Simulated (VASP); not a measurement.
# GaN (R3m) in VASP: a series of runs, part 2 of 2

VASP 6.6.1.

## Step 3: Single point, r2SCAN

Input file POSCAR:

```
GaN
1.0
    0.0000000000      2.2489367673      2.2489367673
    2.2489367673      0.0000000000      2.2489367673
    2.2489367673      2.2489367673      0.0000000000
Ga N
1 1
Direct
    0.0000000000      0.0000000000      0.0000000000
    0.7163053119      0.7612315627      0.7612315627
```

Input file INCAR.step1:

```
SYSTEM = GaN
  PREC = Accurate
  ENCUT = 1460
  ISMEAR = 0
  SIGMA = 0.05
  LREAL = .FALSE.
  LASPH = .TRUE.
  NELM = 120
  NBANDS = 16
  GGA = PE
  ALGO = Normal
  EDIFF = 1E-5
  LWAVE = .TRUE.
  LCHARG = .FALSE.
  GGA_COMPAT = .FALSE.
```

Input file INCAR.step2:

```
SYSTEM = GaN
  PREC = Accurate
  ENCUT = 1460
  EDIFF = 1E-6
  ISMEAR = 0
  SIGMA = 0.05
  LREAL = .FALSE.
  LASPH = .TRUE.
  NELM = 120
  ALGO = Normal
  ISIF = 2
  LWAVE = .FALSE.
  LCHARG = .FALSE.
  METAGGA = R2SCAN
  LMIXTAU = .TRUE.
  NBANDS = 16
  ISTART = 1
  GGA_COMPAT = .FALSE.
```

Input file KPOINTS:

```
regular mesh
0
G
  10 10 10
  0 0 0
```

Potentials or basis: VASP PAW PBE potentials, release 64 (Ga_d, N_h).

Command:

```console
$ cat potpaw_PBE.64/Ga_d/POTCAR potpaw_PBE.64/N_h/POTCAR > POTCAR
$ cp INCAR.step1 INCAR
$ mpirun -np 1 vasp_std > vasp.out
$ cp INCAR.step2 INCAR
$ mpirun -np 1 vasp_std > vasp.out
```

It took 9.1 min on 1 thread of Intel Xeon Platinum 8259CL at 2.50GHz (Skylake/Cascade Lake), shared host; peak memory 0.41 GiB.

The run converged. Its results:

| Item | Value |
| --- | --- |
| Free energy | -21.8427 eV |
| Pressure | 2.0 GPa |
| Largest force | 1.410 eV/Å |
| Band gap on the k mesh | 2.07 eV |

Forces on the atoms (eV/Å):
```
Ga   0.814 -0.814 -0.814
N   -0.814  0.814  0.814
```

Stress tensor (GPa, compression positive):
```
 2.04 -3.90 -3.90
-3.90  2.04  3.90
-3.90  3.90  2.04
```

Levels at points of the mesh, in eV from the valence-band top:
```tsv
k point	band 7	band 8	band 9	band 10	band 11	band 12
(0.00, 0.00, 0.00)	-0.31	0.00	0.00	2.07	10.88	10.88
(0.50, 0.00, 0.00)	-7.57	-1.11	-1.11	5.26	9.40	11.08
(0.00, 0.50, 0.00)	-7.19	-1.32	-0.86	5.05	9.35	10.46
(0.50, 0.50, 0.00)	-6.34	-2.94	-2.84	3.66	7.16	12.50
```

Caveat: the cell differs from its parent crystal (all N atoms moved +0.087 Å, as atom 2 towards its neighbour atom 1 (Ga) at 1.948 Å); the PAW data sets were made with another functional, which shifts forces and pressure a little.

## Step 4: Single point, r2SCAN

Edit POSCAR of step 3 so:

```diff
@@ -9,2 +9,2 @@
     0.0000000000      0.0000000000      0.0000000000
-    0.7163053119      0.7612315627      0.7612315627
+    0.7596270537      0.7467909821      0.7467909821
```

Input file INCAR.step1:

```
PREC = Accurate ; ENCUT = 1460
ISMEAR = 0 ; SIGMA = 0.05
LREAL = False ; LASPH = True
NELM = 120 ; NBANDS = 16
GGA = PE ; ALGO = Normal
EDIFF = 1E-5 ; LWAVE = True
LCHARG = False ; GGA_COMPAT = False
```

Input file INCAR.step2:

```
PREC = Accurate ; ENCUT = 1460
EDIFF = 1E-6 ; ISMEAR = 0
SIGMA = 0.05 ; LREAL = False
LASPH = True ; NELM = 120
ALGO = Normal ; ISIF = 2
LWAVE = False ; LCHARG = False
METAGGA = R2SCAN ; LMIXTAU = True
NBANDS = 16 ; ISTART = 1
GGA_COMPAT = False
```

Input file KPOINTS:

```
regular mesh
0
Gamma
  10 10 10
```

Potentials or basis: VASP PAW PBE potentials, release 64 (Ga_d, N_h).

Command:

```console
$ cat potpaw_PBE.64/Ga_d/POTCAR potpaw_PBE.64/N_h/POTCAR > POTCAR
$ cp INCAR.step1 INCAR
$ mpirun -np 1 vasp_std > vasp.out
$ cp INCAR.step2 INCAR
$ mpirun -np 1 vasp_std > vasp.out
```

OUTCAR:

```text
PREC = Accurate
   ENCUT = 1460
   EDIFF = 1E-6
   ISMEAR = 0
   LREAL = False
   LASPH = True
   NELM = 120
   ISIF = 2
   METAGGA = R2SCAN
   ISTART = 1

 ion  position               nearest neighbor table
   1  0.000  0.000  0.000-   2 1.94   2 1.94   2 1.94   2 1.97
   2  0.760  0.747  0.747-   1 1.94   1 1.94   1 1.94   1 1.97

  LATTYP: Found a face centered cubic cell.
 ALAT       =     4.4978735346

  Lattice vectors:

 A1 = (   0.0000000000,   2.2489367673,   2.2489367673)
[... 642 lines left out ...]
------------------------ aborting loop because EDIFF is reached ----------------------------------------

  FORCE on cell =-STRESS in cart. coord.  units (eV):
  Direction    XX          YY          ZZ          XY          YZ          ZX
  --------------------------------------------------------------------------------------
  -------------------------------------------------------------------------------------
  Total        0.1684586      0.1684586      0.1684586      0.1187282     -0.1187282      0.1187282
  in kB       11.8643001     11.8643001     11.8643001      8.3618603     -8.3618603      8.3618603
  external PRESSURE =      11.8643001 kB  Pullay stress =       0.0000000 kB

 VOLUME and BASIS-vectors are now :
 -----------------------------------------------------------------------------
  energy-cutoff  :     1460.00
  volume of cell :       22.75
      direct lattice vectors                 reciprocal lattice vectors
     0.000000000  2.248936767  2.248936767    -0.222327283  0.222327283  0.222327283
     2.248936767  0.000000000  2.248936767     0.222327283 -0.222327283  0.222327283
     2.248936767  2.248936767  0.000000000     0.222327283  0.222327283 -0.222327283

 POSITION                                       TOTAL-FORCE (eV/Angst)
 -----------------------------------------------------------------------------------
      0.00000      0.00000      0.00000        -0.176268      0.176268      0.176268
      3.35897      3.38784      3.38784         0.176268     -0.176268     -0.176268
 -----------------------------------------------------------------------------------
    total drift:                                0.000042     -0.000042     -0.000042

  FREE ENERGIE OF THE ION-ELECTRON SYSTEM (eV)
  ---------------------------------------------------
  free  energy   TOTEN  =       -21.8962963463 eV

  energy  without entropy=      -21.8962963463  energy(sigma->0) =      -21.89629635
```

OSZICAR.step1:

```text
N       E                     dE             d eps       ncg     rms          rms(c)
DAV:   1     0.139786768152E+03    0.13979E+03   -0.16028E+04  4048   0.371E+03
DAV:   2     0.788904208982E+00   -0.13900E+03   -0.12724E+03  4176   0.537E+02
DAV:   3    -0.138272762270E+02   -0.14616E+02   -0.14362E+02  4272   0.111E+02
DAV:   4    -0.141448497925E+02   -0.31757E+00   -0.31717E+00  4560   0.167E+01
DAV:   5    -0.141493031867E+02   -0.44534E-02   -0.44533E-02  4552   0.181E+00    0.770E+00
DAV:   6    -0.121470143280E+02    0.20023E+01   -0.49736E+00  5600   0.398E+01    0.207E+00
DAV:   7    -0.121503829865E+02   -0.33687E-02   -0.27965E-01  4000   0.617E+00    0.134E+00
DAV:   8    -0.121462846687E+02    0.40983E-02   -0.52298E-02  4248   0.320E+00    0.376E-01
DAV:   9    -0.121437086952E+02    0.25760E-02   -0.92040E-03  5632   0.235E+00    0.811E-02
DAV:  10    -0.121439293653E+02   -0.22067E-03   -0.91551E-04  4440   0.455E-01    0.359E-02
DAV:  11    -0.121439012537E+02    0.28112E-04   -0.15231E-04  5632   0.204E-01    0.794E-03
DAV:  12    -0.121439025148E+02   -0.12611E-05   -0.16870E-05  3824   0.603E-02
   1 F= -.12143903E+02 E0= -.12143903E+02  d E =-.789019E-17
```

Wall time 9.8 min (1 thread of Intel Xeon Platinum 8259CL at 2.50GHz (Skylake/Cascade Lake), shared host); peak memory 0.4 GiB.

Results:

```yaml
Free_energy: -21.8963 eV
Pressure: 1.2 GPa
Largest_force: 0.305 eV/Å
Band_gap_on_the_k_mesh: 2.11 eV
```

Forces in eV/Å, atoms in the order of the input:
```
Ga  -0.176  0.176  0.176
N    0.176 -0.176 -0.176
```

Caveat: the cell differs from its parent crystal (all N atoms moved -0.025 Å, as atom 2 towards its neighbour atom 1 (Ga) at 1.948 Å); the PAW data sets were made with another functional, which shifts forces and pressure a little.

## Step 5: Single point, r2SCAN

Edit POSCAR of step 4 so:

```diff
@@ -9,2 +9,2 @@
     0.0000000000      0.0000000000      0.0000000000
-    0.7596270537      0.7467909821      0.7467909821
+    0.7692541075      0.7435819642      0.7435819642
```

Input file INCAR.step1:

```
SYSTEM = GaN
PREC = Accurate ; ENCUT = 1460
ISMEAR = 0 ; SIGMA = 0.05
LREAL = .FALSE. ; LASPH = .TRUE.
NELM = 120 ; NBANDS = 16
GGA = PE ; ALGO = Normal
EDIFF = 1E-5 ; LWAVE = .TRUE.
LCHARG = .FALSE. ; GGA_COMPAT = .FALSE.
```

Input file INCAR.step2:

```
SYSTEM = GaN
PREC = Accurate ; ENCUT = 1460
EDIFF = 1E-6 ; ISMEAR = 0
SIGMA = 0.05 ; LREAL = .FALSE.
LASPH = .TRUE. ; NELM = 120
ALGO = Normal ; ISIF = 2
LWAVE = .FALSE. ; LCHARG = .TRUE.
METAGGA = R2SCAN ; LMIXTAU = .TRUE.
LELF = .TRUE. ; LVHAR = .TRUE.
NBANDS = 16 ; ISTART = 1
GGA_COMPAT = .FALSE.
```

Input file KPOINTS:

```
regular mesh
0
G
  10 10 10
  0 0 0
```

Command:

```console
$ cat potpaw_PBE.64/Ga_d/POTCAR potpaw_PBE.64/N_h/POTCAR > POTCAR
$ cp INCAR.step1 INCAR
$ mpirun -np 1 vasp_std > vasp.out
$ cp INCAR.step2 INCAR
$ mpirun -np 1 vasp_std > vasp.out
```

Run time: 11 min. Hardware: 1 thread of Intel Xeon Platinum 8375C at 2.90GHz (Ice Lake), shared host; peak memory 0.41 GiB.

Results (log left out):

- Free energy: -21.8852 eV
- Pressure: 1.4 GPa
- Largest force: 0.573 eV/Å
- Band gap on the k mesh: 2.06 eV

Forces in eV/Å, atoms in the order of the input:
```
Ga  -0.331  0.331  0.331
N    0.331 -0.331 -0.331
```

Stress tensor (GPa, compression positive):
```
 1.37  1.57  1.57
 1.57  1.37 -1.57
 1.57 -1.57  1.37
```

Levels at points of the mesh, in eV from the valence-band top:
| k point | band 5 | band 6 | band 7 | band 8 | band 9 | band 10 | band 11 | band 12 | band 13 | band 14 |
| --- | --- | --- | --- | --- | --- | --- | --- | --- | --- | --- |
| (0.00, 0.00, 0.00) | -13.58 | -13.58 | -0.16 | -0.16 | 0.00 | 2.06 | 10.88 | 10.99 | 10.99 | 18.53 |
| (0.50, 0.00, 0.00) | -13.54 | -12.46 | -7.13 | -1.10 | -1.10 | 5.02 | 9.35 | 10.85 | 10.85 | 16.48 |
| (0.00, 0.50, 0.00) | -13.54 | -12.45 | -7.35 | -1.24 | -0.97 | 5.13 | 9.37 | 10.72 | 11.21 | 16.43 |
| (0.50, 0.50, 0.00) | -13.50 | -12.08 | -6.35 | -2.95 | -2.86 | 3.66 | 7.17 | 12.51 | 14.86 | 14.98 |

Caveat: the cell differs from its parent crystal (all N atoms moved -0.050 Å, as atom 2 towards its neighbour atom 1 (Ga) at 1.948 Å); the PAW data sets were made with another functional, which shifts forces and pressure a little.

## Step 6: Overview

| cell | gap on the mesh (eV) | pressure (GPa) | largest force (eV/Å) |
| --- | --- | --- | --- |
| as given, atomic positions A | 2.01 | 1.6 | 0.81 |
| as given, atomic positions B | 2.07 | 2.0 | 1.41 |
| as given, atomic positions C | 2.11 | 1.2 | 0.31 |
| as given, atomic positions D | 2.06 | 1.4 | 0.57 |

Alike in all rows: task single point; level r2SCAN; potentials or basis VASP PAW PBE potentials, release 64 (Ga_d, N_h); no spin polarisation; k mesh 10 × 10 × 10; cutoff (eV) 1460; smearing gaussian 0.05 eV.

Caveats: the PAW data sets were made with another functional, which shifts forces and pressure a little.

Absolute energies hang on the potentials; compare differences alone.
